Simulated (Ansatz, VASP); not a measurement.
**Cu3Te: VASP beside Ansatz**

INCAR

```
ALGO     = Normal         # electronic algorithm
EDIFF    = 1E-6           # SCF threshold, eV
ENCUT    = 520            # plane-wave cutoff, eV
GGA      = PE             # functional
ISIF     = 2              # what is computed and relaxed
ISMEAR   = -1             # smearing method
LASPH    = True           # aspherical terms in the spheres
LCHARG   = False          # write CHGCAR
LREAL    = False          # projectors in reciprocal space
LWAVE    = False          # write WAVECAR
NBANDS   = 28             # bands
NELM     = 100            # most SCF steps
PREC     = Accurate       # precision mode
SIGMA    = 0.05           # smearing width, eV
```

Contents of KPOINTS:

```
k-points
0
Gamma
  6 6 6
```

POSCAR

```
Cu3Te
1.0
    3.9597739302      0.0000000000      0.0000000000
    0.0000000000      3.9597739302      0.0000000000
    0.0000000000      0.0000000000      3.9597739302
Cu Te
3 1
Direct
    0.0000000000      0.5000000000      0.5000000000
    0.5000000000      0.0000000000      0.5000000000
    0.5000000000      0.5000000000      0.0000000000
    0.0000000000      0.0000000000      0.0000000000
```

Input for Ansatz:

```yaml
crystal:
  lattice:
    - [3.959773930208789, 0.0, 0.0]
    - [0.0, 3.959773930208789, 0.0]
    - [0.0, 0.0, 3.959773930208789]
  atoms:
    - { symbol: Cu, position: [0.0, 0.5, 0.5] }
    - { symbol: Cu, position: [0.5, 0.0, 0.5] }
    - { symbol: Cu, position: [0.5, 0.5, 0.0] }
    - { symbol: Te, position: [0.0, 0.0, 0.0] }
basis:
  ecutwfc: 500.0
kpoints:
  mp_grid:
    grid: [6, 6, 6]
hamiltonian:
  xc: pbe
  pseudopotentials:
    kind: paw
scf:
  occupations:
    method: fermi_dirac
    width: 0.05
output:
  stress: true
```

Alike in both runs: task single point; functional PBE; k mesh 6 × 6 × 6; occupations fermi-dirac, width 0.05 eV; no spin polarisation.

|  | VASP | Ansatz |
| --- | --- | --- |
| version | VASP 6.6.1 | Ansatz 0.2.0 |
| potentials or method | VASP PAW PBE potentials, release 64 (Cu, Te), cutoff 520 eV | plane waves, PAW |
| valence electrons in the cell | 39 | 73 |

|  | VASP | Ansatz | Ansatz less VASP |
| --- | --- | --- | --- |
| pressure (GPa) | 0.8 | 0.1 | -0.71 |

The functional is the same, so the differences come from potentials, cutoffs and numerics. VASP's potentials hold 39 valence electrons a cell and Ansatz's 73, so a difference there can come from the potentials and not from the codes.

Neither program's run includes spin-orbit coupling.
